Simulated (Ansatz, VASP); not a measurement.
# Sc3SiF in VASP and in Ansatz

File INCAR:

```
PREC = Accurate
ENCUT = 520
EDIFF = 1E-6
ISMEAR = 0
SIGMA = 0.1
LREAL = F
LASPH = T
NELM = 150
ALGO = Normal
ISIF = 2
LWAVE = F
LCHARG = F
ISPIN = 2
MAGMOM = 0 0 0 0 0 0 0 0 1 1
LORBIT = 11
LMAXMIX = 4
GGA = PE
NBANDS = 59
```

KPOINTS

```
regular mesh
0
Gamma
  3 3 4
```

The input POSCAR:

```
Sc3SiF
1.0
    5.9328845300      0.0000000000      0.0000000000
   -2.9664422700      5.1380287200      0.0000000000
    0.0000000000      0.0000000000      5.0910484100
Sc Si F
6 2 2
Direct
    0.8381692300      0.6763384600      0.2500000000
    0.8381692300      0.1618307700      0.2500000000
    0.6763384600      0.8381692300      0.7500000000
    0.1618307700      0.3236615400      0.7500000000
    0.3236615400      0.1618307700      0.2500000000
    0.1618307700      0.8381692300      0.7500000000
    0.3333333300      0.6666666700      0.2500000000
    0.6666666700      0.3333333300      0.7500000000
    0.0000000000      0.0000000000      0.5000000000
    0.0000000000      0.0000000000      0.0000000000
```

Input for Ansatz:

```yaml
crystal:
  lattice:
    - [5.93288453, 0.0, 0.0]
    - [-2.96644227, 5.13802872, 0.0]
    - [0.0, 0.0, 5.09104841]
  atoms:
    - { symbol: Sc, position: [0.83816923, 0.67633846, 0.25] }
    - { symbol: Sc, position: [0.83816923, 0.16183077, 0.25] }
    - { symbol: Sc, position: [0.67633846, 0.83816923, 0.75] }
    - { symbol: Sc, position: [0.16183077, 0.32366154, 0.75] }
    - { symbol: Sc, position: [0.32366154, 0.16183077, 0.25] }
    - { symbol: Sc, position: [0.16183077, 0.83816923, 0.75] }
    - { symbol: Si, position: [0.33333333, 0.66666667, 0.25] }
    - { symbol: Si, position: [0.66666667, 0.33333333, 0.75] }
    - { symbol: F, position: [0.0, 0.0, 0.5], spin: 1.0 }
    - { symbol: F, position: [0.0, 0.0, 0.0], spin: 1.0 }
basis:
  ecutwfc: 420
kpoints:
  mp_grid: { grid: [3, 3, 4] }
hamiltonian:
  xc: pbe
scf:
  occupations: { method: gaussian, width: 0.1 }
  lower_state_search: "off"
output:
  forces: true
  stress: true
  eigenvalues: true
  populations: true
magnetization:
  spin_polarized: true
```

Change from the starting cell: species swapped into the TlCoCl3 type (P6_3/mmc, No. 194).

Alike in both runs: task single point; functional PBE; k mesh 3 × 3 × 4; occupations gaussian, width 0.1 eV; collinear spin.

|  | VASP | Ansatz |
| --- | --- | --- |
| version | VASP 6.6.1 | Ansatz 0.2.0 |
| potentials or method | VASP PAW PBE potentials, release 64 (Sc_sv, Si, F), cutoff 520 eV | scalar-relativistic, plane waves, PAW |
| valence electrons in the cell | 88 | 88 |

```csv
,VASP,Ansatz,Ansatz less VASP
gap on the k mesh at the Fermi level (eV),none,none,-
pressure (GPa),13.1,12.6,-0.53
"traceless stress, the component that is largest in VASP (GPa)",-5.74,-5.79,-0.043
rms of the force components (eV/Å),1.918,1.869,-0.0488
net moment per atom (μB),0.00,0.00,0.000
```

Atom by atom the forces differ by 0.049 eV/Å (rms over components). A gap of «none» marks a metal or a gap that the smearing closes. The functional is the same, so the differences come from potentials, cutoffs and numerics. Ansatz's warnings: seeded moment not kept.

The k mesh is coarse, so the values compare programs but aren't converged.
